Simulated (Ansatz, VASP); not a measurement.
## Sc4Cl: VASP beside Ansatz

File INCAR:

```
ALGO = Normal ; EDIFF = 1E-6
ENCUT = 520 ; GGA = PE
ISIF = 2 ; ISMEAR = 0
LASPH = T ; LCHARG = T
LELF = T ; LREAL = F
LVHAR = T ; LWAVE = F
NBANDS = 34 ; NELM = 100
PREC = Accurate ; SIGMA = 0.1
```

KPOINTS

```
k-points
0
Gamma
  4 4 4
```

Contents of POSCAR:

```
Sc4Cl
1.0
    4.4139805200      0.0000000000      0.0000000000
    0.0000000000      4.4139805200      0.0000000000
    0.0000000000      0.0000000000      6.2423111100
Sc Cl
4 1
Direct
    0.5000000000      0.0000000000      0.2500000000
    0.0000000000      0.5000000000      0.7500000000
    0.5000000000      0.0000000000      0.7500000000
    0.0000000000      0.5000000000      0.2500000000
    0.0000000000      0.0000000000      0.0000000000
```

Input for Ansatz:

```yaml
crystal:
  lattice:
    - [4.41398052, 0.0, 0.0]
    - [0.0, 4.41398052, 0.0]
    - [0.0, 0.0, 6.24231111]
  atoms:
    - { symbol: Sc, position: [0.5, 0.0, 0.25] }
    - { symbol: Sc, position: [0.0, 0.5, 0.75] }
    - { symbol: Sc, position: [0.5, 0.0, 0.75] }
    - { symbol: Sc, position: [0.0, 0.5, 0.25] }
    - { symbol: Cl, position: [0.0, 0.0, 0.0] }
basis:
  ecutwfc: 420
kpoints:
  mp_grid: { grid: [4, 4, 4] }
hamiltonian:
  xc: pbe
scf:
  occupations: { method: gaussian, width: 0.1 }
  lower_state_search: "off"
output:
  forces: true
  stress: true
  eigenvalues: true
```

Change from the starting cell: ordered vacancies on the anion sites of antifluorite (P4/mmm, No. 123).

Alike in both runs: task single point; functional PBE; k mesh 4 × 4 × 4; occupations gaussian, width 0.1 eV; no spin polarisation.

|  | VASP | Ansatz |
| --- | --- | --- |
| version | VASP 6.6.1 | Ansatz 0.2.0 |
| potentials or method | VASP PAW PBE potentials, release 64 (Sc_sv, Cl), cutoff 520 eV | scalar-relativistic, plane waves, PAW |
| valence electrons in the cell | 51 | 51 |

Ansatz gave:

```
gap on the k mesh at the Fermi level (eV)                     : none
pressure (GPa)                                                : -2.0
traceless stress, the component that is largest in VASP (GPa) : 0.30
rms of the force components (eV/Å)                            : 0.146
```

**Question.** Estimate VASP's values.

**Answer.** gap on the k mesh at the Fermi level (eV): none; pressure (GPa): -1.8; traceless stress, the component that is largest in VASP (GPa): 0.29; rms of the force components (eV/Å): 0.162.

Atom by atom the forces differ by 0.016 eV/Å (rms over components). A gap of «none» marks a metal or a gap that the smearing closes. The functional is the same, so the differences come from potentials, cutoffs and numerics.
